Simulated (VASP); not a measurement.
Wanted: the native input for a VASP 6.6.1 run.

| Item | Value |
| --- | --- |
| Task | relaxation of cell and atoms |
| Functional | LDA |
| Potentials or basis | VASP PAW LDA potentials, release 64 (Zn, Se) |
| Cutoff | 600 eV |
| k mesh | 8 × 8 × 8 |
| Occupations | gaussian, width 0.01 eV |
| Spin | no spin polarisation |
| Dipole correction | no |
| Further INCAR settings | ALGO = Normal; EDIFF = 1e-06; IBRION = 2; EDIFFG = -0.001; NSW = 80; ISIF = 3 |

The structure of ZnSe lies in POSCAR:

```
ZnSe
1.0
    0.0000000000      2.7837680022      2.7837680022
    2.7837680022      0.0000000000      2.7837680022
    2.7837680022      2.7837680022      0.0000000000
Zn Se
1 1
Direct
    0.0000000000      0.0000000000      0.0000000000
    0.7500000000      0.7500000000      0.7500000000
```

These files were run (other wordings do the same):

INCAR

```
ALGO = Normal
EDIFF = 1E-6
EDIFFG = -0.001
ENCUT = 600
IBRION = 2
ISIF = 3
ISMEAR = 0
LASPH = T
LCHARG = F
LREAL = F
LWAVE = F
NELM = 100
NSW = 80
PREC = Accurate
SIGMA = 0.01
```

KPOINTS

```
k-points
0
Gamma
  8 8 8
```

Potentials or basis: VASP PAW LDA potentials, release 64 (Zn, Se).

Launch:

```bash
$ cat potpaw_LDA.64/Zn/POTCAR potpaw_LDA.64/Se/POTCAR > POTCAR
$ mpirun -np 1 vasp_std > vasp.out
```

It gave:

```json
{
 "Relaxed volume": "21.67 Å³/atom",
 "Relaxed cell": "a = 3.943 Å, b = 3.943 Å, c = 3.943 Å, α = 60.00°, β = 60.00°, γ = 60.00°",
 "Space group after relaxing (to 0.05 Å)": "F-43m (No. 216)",
 "Energy gained by relaxing": "0.1 meV/atom",
 "Ionic steps": "5",
 "Pressure after relaxing": "0.0 GPa",
 "Band gap on the k mesh": "1.27 eV, direct"
}
```

Run time: 44 s on 1 thread of AMD EPYC 7R43 64-Core Processor (Zen 3) (shared host), peak memory 0.14 GiB.
